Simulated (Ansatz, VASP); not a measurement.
**BeS: VASP beside Ansatz**

```
Be S
1.0
     0.00000    2.48540    2.52556
     2.52556    0.00000    2.52556
     2.52556    2.48540    0.00000
Be S
1 1
Cartesian
  0.0000 0.0000 0.0000
  3.7883 3.7281 3.7883
```

Alike in both runs: task single point; functional PBEsol; k mesh 10 × 10 × 10; occupations gaussian, width 0.05 eV; no spin polarisation.

|  | VASP | Ansatz |
| --- | --- | --- |
| version | VASP 6.6.1 | Ansatz 0.2.0 |
| potentials or method | VASP PAW PBE potentials, release 64 (Be, S), cutoff 520 eV | scalar-relativistic, plane waves, PAW |
| valence electrons in the cell | 8 | 8 |

Ansatz gave:

```
gap on the k mesh at the Fermi level (eV)                     : 3.02
least direct gap on the mesh (eV)                             : 4.81
pressure (GPa)                                                : -8.9
traceless stress, the component that is largest in VASP (GPa) : 0.92
```

Task: Estimate VASP's values.

Result: gap on the k mesh at the Fermi level (eV): 3.02; least direct gap on the mesh (eV): 4.81; pressure (GPa): -8.8; traceless stress, the component that is largest in VASP (GPa): 0.92.

VASP's potentials were made for PBE, not for PBEsol. With one functional, cell and mesh, what is left measures potentials, basis and numerics.
